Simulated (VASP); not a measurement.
# ZnS (P1) in VASP: notebook

Runs on ZnS. Level: PBE. Tasks: electric field gradients.

Everything below comes from runs of VASP 6.6.1. Logs are shortened: lines on timing, memory, paths and dates and some standing lists are left out, and cuts for length are marked.

## (1) The cell of the first run

The typed cell holds 4 atoms: a = 3.811 Å, b = 3.828 Å, c = 6.234 Å, α = 90.21°, β = 90.57°, γ = 120.43°.

## (2) Electric field gradients, PBE (equal xy, yz and zx shear strains of -1 %)

Input file INCAR:

```
SYSTEM = ZnS
  PREC = Accurate
  ENCUT = 520
  EDIFF = 1E-8
  ISMEAR = -1
  SIGMA = 0.03
  LREAL = .FALSE.
  LASPH = .TRUE.
  NELM = 60
  ALGO = Normal
  ISIF = 2
  LWAVE = .FALSE.
  LCHARG = .FALSE.
  GGA = PE
  LEFG = .TRUE.
  NBANDS = 26
```

Input file KPOINTS:

```
Automatic mesh
0
G
  8 8 5
  0 0 0
```

Input file POSCAR:

```
ZnS
1.0
    3.8109987816     -0.0190549939     -0.0190549939
   -1.9220014996      3.3099492556     -0.0069746118
   -0.0311700000     -0.0311700000      6.2340000000
Zn S
2 2
Direct
    0.3333333333      0.6666666667      0.0000000000
    0.6666666667      0.3333333333      0.5000000000
    0.3333333333      0.6666666667      0.3850000000
    0.6666666667      0.3333333333      0.8850000000
```

Potentials or basis: VASP PAW PBE potentials, release 64 (Zn, S).

Command:

```bash
$ cat potpaw_PBE.64/Zn/POTCAR potpaw_PBE.64/S/POTCAR > POTCAR
$ mpirun -np 1 vasp_std > vasp.out
```

OUTCAR:

```text
SYSTEM = ZnS
   PREC = Accurate
   ENCUT = 520
   EDIFF = 1E-8
   ISMEAR = -1
   LREAL = .FALSE.
   LASPH = .TRUE.
   NELM = 60
   ISIF = 2
   GGA = PE

 ion  position               nearest neighbor table
   1  0.333  0.667  0.000-   4 2.30   4 2.32   4 2.33   3 2.40
   2  0.667  0.333  0.500-   3 2.31   3 2.31   3 2.32   4 2.40
   3  0.333  0.667  0.385-   2 2.31   2 2.31   2 2.32   1 2.40
   4  0.667  0.333  0.885-   1 2.30   1 2.32   1 2.33   2 2.40

  LATTYP: Found a triclinic cell.
 ALAT       =     3.7945979120
 B/A-ratio  =     1.0043472705
 C/A-ratio  =     1.6429028826
 COS(alpha) =     0.0099745013
 COS(beta)  =     0.0136846555
 COS(gamma) =     0.4934979113

  Lattice vectors:

 A1 = (   1.8889972820,   3.2908942617,  -0.0260296057)
 A2 = (   3.8109987816,  -0.0190549939,  -0.0190549939)
 A3 = (   0.0311700000,   0.0311700000,  -6.2340000000)

Analysis of symmetry for initial positions (statically):
=====================================================================
 Subroutine PRICEL returns:
 Original cell was already a primitive cell.

 Routine SETGRP: Setting up the symmetry group for a
 triclinic supercell.

 Subroutine GETGRP returns: Found  1 space group operations
 (whereof  1 operations were pure point group operations)
 out of a pool of  2 trial point group operations.

The static configuration has the point symmetry C_1 .

Analysis of symmetry for dynamics (positions and initial velocities):
=====================================================================
 Subroutine PRICEL returns:
 Original cell was already a primitive cell.

 Routine SETGRP: Setting up the symmetry group for a
 triclinic supercell.

 Subroutine GETGRP returns: Found  1 space group operations
 (whereof  1 operations were pure point group operations)
 out of a pool of  2 trial point group operations.

The dynamic configuration has the point symmetry C_1 .

 Subroutine INISYM returns: Found  1 space group operations
 (whereof  1 operations are pure point group operations),
[... 131 lines left out ...]
 non-spin polarized calculation
  energy-cutoff  :      520.00
  volume of cell :       78.40
 maximum number of plane-waves:      2132
   NGX = 15   NGY = 15   NGZ = 23

 number of electron      35.9999977 magnetization

 Free energy of the ion-electron system (eV)
  ---------------------------------------------------
  ext. energy  EPLUGINS =         0.00000000
  ---------------------------------------------------
  free energy    TOTEN  =       -13.65046381 eV

  energy without entropy =      -13.65046381  energy(sigma->0) =      -13.65046381

 E-fermi :   2.7905     XC(G=0):  -9.6517

 val. band max:        2.1931573265   @ k =   0.0000   0.0000   0.0000
 cond. band min:       4.4147882331   @ k =   0.0000   0.0000   0.0000
 fundamental gap:      2.2216309066
 Fermi energy:         2.7905387957

 k-point     1 :       0.0000    0.0000    0.0000
  band No.  band energies     occupation
      1     -11.0308      2.00000
      2     -10.1074      2.00000
      3      -4.2081      2.00000
      4      -4.2054      2.00000
      5      -4.1440      2.00000
      6      -4.1416      2.00000
[... 685 lines left out ...]
     25      11.8334      0.00000
     26      12.0960      0.00000

 [... further k-points ...]
[... 5 lines left out ...]
  --------------------------------------------------------------------------------------
  -------------------------------------------------------------------------------------
  Total        1.5696580      1.5673583      0.5561507      0.2923816      0.1788016      0.1788746
  in kB       32.0754867     32.0284919     11.3647719      5.9747297      3.6537563      3.6552486
  external PRESSURE =      25.1562502 kB  Pullay stress =       0.0000000 kB

 VOLUME and BASIS-vectors are now :
 -----------------------------------------------------------------------------
  energy-cutoff  :      520.00
  volume of cell :       78.40
      direct lattice vectors                 reciprocal lattice vectors
     3.810998782 -0.019054994 -0.019054994     0.263172915  0.152822054  0.002079975
    -1.922001500  3.309949256 -0.006974612     0.001522647  0.303006805  0.001522647
    -0.031170000 -0.031170000  6.234000000     0.000806124  0.000806124  0.160418713

 POSITION                                       TOTAL-FORCE (eV/Angst)
 -----------------------------------------------------------------------------------
     -0.01100      2.20028     -0.01100         0.102100      0.042293      0.324604
      1.88441      1.07503      3.10197        -0.019377      0.040297      0.322800
     -0.02300      2.18828      2.38909         0.034197     -0.040248     -0.322287
      1.87241      1.06303      5.50206        -0.116920     -0.042341     -0.325117
 -----------------------------------------------------------------------------------
    total drift:                                0.000110      0.000137      0.000414

  FREE ENERGIE OF THE ION-ELECTRON SYSTEM (eV)
  ---------------------------------------------------
  free  energy   TOTEN  =       -13.6504638116 eV

  energy  without entropy=      -13.6504638116  energy(sigma->0) =      -13.65046381

 Electric field gradients (V/A^2)
---------------------------------------------------------------------
 ion       V_xx      V_yy      V_zz      V_xy      V_xz      V_yz
---------------------------------------------------------------------
   1     -11.694    -7.638    19.332    -3.702    -1.962     0.025
   2      -7.636   -11.656    19.292     0.335     2.034     0.047
   3       2.722     2.997    -5.718    -1.832    -2.111    -1.649
   4       3.018     2.678    -5.696    -1.525    -1.193    -1.654
---------------------------------------------------------------------

 Electric field gradients after diagonalization (V/A^2)
 (convention: |V_zz| > |V_xx| > |V_yy|)
----------------------------------------------------------------------
 ion       V_xx      V_yy      V_zz     asymmetry (V_yy - V_xx)/ V_zz
----------------------------------------------------------------------
   1     -13.972    -5.486    19.458       0.436
   2     -11.684    -7.761    19.445       0.202
   3       4.703     1.948    -6.651       0.414
   4       4.388     1.857    -6.245       0.405
----------------------------------------------------------------------

           NMR quadrupolar parameters

 Cq : quadrupolar parameter    Cq=e*Q*V_zz/h
 eta: asymmetry parameters     (V_yy - V_xx)/ V_zz
 Q  : nuclear electric quadrupole moment in mb (millibarn)
----------------------------------------------------------------------
 ion       Cq(MHz)       eta       Q (mb)
----------------------------------------------------------------------
   1       0.047       0.436       1.000
   2       0.047       0.202       1.000
   3      -0.016       0.414       1.000
   4      -0.015       0.405       1.000
----------------------------------------------------------------------
```

stdout:

```text
POSCAR found type information on POSCAR ZnS
 POSCAR found :  2 types and       4 ions
 scaLAPACK will be used
 LDA part: xc-table for (Slater+PW92), standard interpolation
 POSCAR, INCAR and KPOINTS ok, starting setup
 FFT: planning ... GRIDC
 FFT: planning ... GRID_SOFT
 FFT: planning ... GRID
 WAVECAR not read
 entering main loop
ion   1
     0.0000468    -0.1036442     0.0106508     0.8090753    -0.0498089    -0.0660392
     0.0000645    -0.1036442     0.0106508     0.8090753    -0.0498089    -0.0660392
     0.0000888    -0.1036442     0.0106508     0.8090753    -0.0498089    -0.0660392
     0.0001223    -0.1036442     0.0106508     0.8090752    -0.0498089    -0.0660392

     0.0000468     3.4924684     0.0006058   -15.7188577     1.8602529     1.8948716
     0.0000645     3.4923996     0.0006063   -15.7184969     1.8602166     1.8948333
     0.0000888     3.4922867     0.0006072   -15.7179019     1.8601570     1.8947704
     0.0001223     3.4921021     0.0006092   -15.7169255     1.8600598     1.8946672
[... 23 lines left out ...]
ion   4
     0.0000369     0.1302425     0.1001726     0.1075044     0.0922493     0.0113250
     0.0000508     0.1302425     0.1001726     0.1075044     0.0922493     0.0113250
     0.0000700     0.1302425     0.1001726     0.1075044     0.0922493     0.0113250
     0.0000964     0.1302425     0.1001726     0.1075044     0.0922493     0.0113250

     0.0000369     1.4549636     1.5448230     4.4776320     1.1323450    -0.1410820
     0.0000508     1.4549612     1.5448204     4.4776237     1.1323431    -0.1410817
     0.0000700     1.4549571     1.5448159     4.4776100     1.1323399    -0.1410812
     0.0000964     1.4549505     1.5448086     4.4775875     1.1323346    -0.1410804
```

It took 3.6 min on 1 thread of Intel Xeon Platinum 8259CL at 2.50GHz (Skylake/Cascade Lake), shared host; peak memory 0.38 GiB.

What came out:

| Quantity | Value |
| --- | --- |
| Free energy | -13.6505 eV |
| Pressure | 2.5 GPa |
| Largest force | 0.348 eV/Å |
| Band gap on the k mesh | 2.22 eV, direct |

Forces in eV/Å, atoms in the order of the input:
```
Zn   0.102  0.042  0.325
Zn  -0.019  0.040  0.323
S    0.034 -0.040 -0.322
S   -0.117 -0.042 -0.325
```

Stress tensor (GPa, compression positive):
```
3.21 0.60 0.37
0.60 3.20 0.37
0.37 0.37 1.14
```

Electric field gradients, principal values (V/Å²):
```tsv
atom	least	middle	greatest (by size)
1 Zn	-5.486	-13.972	19.458
2 Zn	-7.761	-11.684	19.445
3 S	1.948	4.703	-6.651
4 S	1.857	4.388	-6.245
```

Caveat: the cell differs from its parent crystal (equal xy, yz and zx shear strains of -1 %); without QUAD_EFG the Cq values of the log hold for a quadrupole moment of 1 mb, not for the nuclei.

## (3) Electric field gradients, PBE (equal xy, yz and zx shear strains of -1 %)

Input file INCAR:

```
PREC = Accurate
ENCUT = 520
EDIFF = 1E-8
ISMEAR = -1
SIGMA = 0.03
LREAL = F
LASPH = T
NELM = 80
ALGO = Normal
ISIF = 2
LWAVE = F
LCHARG = F
GGA = PE
LEFG = T
NBANDS = 26
```

Input file KPOINTS:

```
Automatic mesh
0
Gamma
  8 8 5
```

POSCAR is that of step 2.

Potentials or basis: VASP PAW PBE potentials, release 64 (Zn, S).

Command:

```bash
$ cat potpaw_PBE.64/Zn/POTCAR potpaw_PBE.64/S/POTCAR > POTCAR
$ mpirun -np 1 vasp_std > vasp.out
```

OUTCAR:

```text
PREC = Accurate
   ENCUT = 520
   EDIFF = 1E-8
   ISMEAR = -1
   LREAL = F
   LASPH = T
   NELM = 80
   ISIF = 2
   GGA = PE

 ion  position               nearest neighbor table
   1  0.333  0.667  0.000-   4 2.30   4 2.32   4 2.33   3 2.40
   2  0.667  0.333  0.500-   3 2.31   3 2.31   3 2.32   4 2.40
   3  0.333  0.667  0.385-   2 2.31   2 2.31   2 2.32   1 2.40
   4  0.667  0.333  0.885-   1 2.30   1 2.32   1 2.33   2 2.40

  LATTYP: Found a triclinic cell.
 ALAT       =     3.7945979120
 B/A-ratio  =     1.0043472705
 C/A-ratio  =     1.6429028826
 COS(alpha) =     0.0099745013
 COS(beta)  =     0.0136846555
 COS(gamma) =     0.4934979113

  Lattice vectors:

 A1 = (   1.8889972820,   3.2908942617,  -0.0260296057)
 A2 = (   3.8109987816,  -0.0190549939,  -0.0190549939)
 A3 = (   0.0311700000,   0.0311700000,  -6.2340000000)
[... 901 lines left out ...]

 POSITION                                       TOTAL-FORCE (eV/Angst)
 -----------------------------------------------------------------------------------
     -0.01100      2.20028     -0.01100         0.102100      0.042293      0.324604
      1.88441      1.07503      3.10197        -0.019377      0.040297      0.322800
     -0.02300      2.18828      2.38909         0.034197     -0.040248     -0.322287
      1.87241      1.06303      5.50206        -0.116920     -0.042341     -0.325117
 -----------------------------------------------------------------------------------
    total drift:                                0.000110      0.000137      0.000414

  FREE ENERGIE OF THE ION-ELECTRON SYSTEM (eV)
  ---------------------------------------------------
  free  energy   TOTEN  =       -13.6504638116 eV

  energy  without entropy=      -13.6504638116  energy(sigma->0) =      -13.65046381

 Electric field gradients (V/A^2)
---------------------------------------------------------------------
 ion       V_xx      V_yy      V_zz      V_xy      V_xz      V_yz
---------------------------------------------------------------------
   1     -11.694    -7.638    19.332    -3.702    -1.962     0.025
   2      -7.636   -11.656    19.292     0.335     2.034     0.047
   3       2.722     2.997    -5.718    -1.832    -2.111    -1.649
   4       3.018     2.678    -5.696    -1.525    -1.193    -1.654
---------------------------------------------------------------------

 Electric field gradients after diagonalization (V/A^2)
 (convention: |V_zz| > |V_xx| > |V_yy|)
----------------------------------------------------------------------
 ion       V_xx      V_yy      V_zz     asymmetry (V_yy - V_xx)/ V_zz
----------------------------------------------------------------------
   1     -13.972    -5.486    19.458       0.436
   2     -11.684    -7.761    19.445       0.202
   3       4.703     1.948    -6.651       0.414
   4       4.388     1.857    -6.245       0.405
----------------------------------------------------------------------

           NMR quadrupolar parameters

 Cq : quadrupolar parameter    Cq=e*Q*V_zz/h
 eta: asymmetry parameters     (V_yy - V_xx)/ V_zz
 Q  : nuclear electric quadrupole moment in mb (millibarn)
----------------------------------------------------------------------
 ion       Cq(MHz)       eta       Q (mb)
----------------------------------------------------------------------
   1       0.047       0.436       1.000
   2       0.047       0.202       1.000
   3      -0.016       0.414       1.000
   4      -0.015       0.405       1.000
----------------------------------------------------------------------
```

OSZICAR:

```text
N       E                     dE             d eps       ncg     rms          rms(c)
DAV:   1     0.245749867673E+03    0.24575E+03   -0.17110E+04  8424   0.167E+03
DAV:   2     0.102359917912E+02   -0.23551E+03   -0.22549E+03  8674   0.351E+02
DAV:   3    -0.139135743501E+02   -0.24150E+02   -0.23914E+02 10124   0.112E+02
DAV:   4    -0.145014099631E+02   -0.58784E+00   -0.58655E+00  9834   0.175E+01
DAV:   5    -0.145103554684E+02   -0.89455E-02   -0.89427E-02 10166   0.214E+00    0.993E+00
DAV:   6    -0.136606158870E+02    0.84974E+00   -0.16499E+00 12656   0.372E+01    0.762E+00
DAV:   7    -0.136562712031E+02    0.43447E-02   -0.12484E+00  9006   0.656E+00    0.346E+00
DAV:   8    -0.136496261963E+02    0.66450E-02   -0.35205E-02 10474   0.177E+00    0.979E-01
DAV:   9    -0.136500992792E+02   -0.47308E-03   -0.93323E-03 11556   0.131E+00    0.230E-01
DAV:  10    -0.136502427741E+02   -0.14349E-03   -0.59675E-04  9790   0.339E-01    0.941E-02
DAV:  11    -0.136504603399E+02   -0.21757E-03   -0.33720E-04  8704   0.126E-01    0.535E-02
DAV:  12    -0.136504602716E+02    0.68297E-07   -0.15336E-05 10516   0.485E-02    0.105E-02
DAV:  13    -0.136504635643E+02   -0.32928E-05   -0.47761E-06  8734   0.236E-02    0.335E-03
DAV:  14    -0.136504637242E+02   -0.15984E-06   -0.54233E-07 10226   0.163E-02    0.948E-04
DAV:  15    -0.136504637776E+02   -0.53411E-07   -0.10956E-07  9088   0.426E-03    0.818E-04
DAV:  16    -0.136504638098E+02   -0.32194E-07   -0.38318E-08  8956   0.334E-03    0.304E-04
DAV:  17    -0.136504638116E+02   -0.17944E-08   -0.71428E-09  6012   0.166E-03
   1 F= -.13650464E+02 E0= -.13650464E+02  d E =-.132215E-10
```

stdout:

```text
POSCAR found type information on POSCAR ZnS
 POSCAR found :  2 types and       4 ions
 scaLAPACK will be used
 LDA part: xc-table for (Slater+PW92), standard interpolation
 POSCAR, INCAR and KPOINTS ok, starting setup
 FFT: planning ... GRIDC
 FFT: planning ... GRID_SOFT
 FFT: planning ... GRID
 WAVECAR not read
 entering main loop
ion   1
     0.0000468    -0.1036442     0.0106508     0.8090753    -0.0498089    -0.0660392
     0.0000645    -0.1036442     0.0106508     0.8090753    -0.0498089    -0.0660392
     0.0000888    -0.1036442     0.0106508     0.8090753    -0.0498089    -0.0660392
     0.0001223    -0.1036442     0.0106508     0.8090752    -0.0498089    -0.0660392

     0.0000468     3.4924684     0.0006058   -15.7188577     1.8602529     1.8948716
     0.0000645     3.4923996     0.0006063   -15.7184969     1.8602166     1.8948333
     0.0000888     3.4922867     0.0006072   -15.7179019     1.8601570     1.8947704
     0.0001223     3.4921021     0.0006092   -15.7169255     1.8600598     1.8946672
[... 23 lines left out ...]
ion   4
     0.0000369     0.1302425     0.1001726     0.1075044     0.0922493     0.0113250
     0.0000508     0.1302425     0.1001726     0.1075044     0.0922493     0.0113250
     0.0000700     0.1302425     0.1001726     0.1075044     0.0922493     0.0113250
     0.0000964     0.1302425     0.1001726     0.1075044     0.0922493     0.0113250

     0.0000369     1.4549636     1.5448230     4.4776320     1.1323450    -0.1410820
     0.0000508     1.4549612     1.5448204     4.4776237     1.1323431    -0.1410817
     0.0000700     1.4549571     1.5448159     4.4776100     1.1323399    -0.1410812
     0.0000964     1.4549505     1.5448086     4.4775875     1.1323346    -0.1410804
```

Run time: 3.9 min. Hardware: 1 thread of Intel Xeon Platinum 8259CL at 2.50GHz (Skylake/Cascade Lake), shared host; peak memory 0.38 GiB.

Results:

```
Free energy            : -13.6505 eV
Pressure               : 2.5 GPa
Largest force          : 0.348 eV/Å
Band gap on the k mesh : 2.22 eV, direct
```

Forces on the atoms (eV/Å):
```
Zn   0.102  0.042  0.325
Zn  -0.019  0.040  0.323
S    0.034 -0.040 -0.322
S   -0.117 -0.042 -0.325
```

Electric field gradients, principal values (V/Å²):
```
atom   least   middle  greatest (by size)
1 Zn  -5.486  -13.972              19.458
2 Zn  -7.761  -11.684              19.445
 3 S   1.948    4.703              -6.651
 4 S   1.857    4.388              -6.245
```

Caveat: the cell differs from its parent crystal (equal xy, yz and zx shear strains of -1 %); without QUAD_EFG the Cq values of the log hold for a quadrupole moment of 1 mb, not for the nuclei.

(Continued in part 2 of 2.)
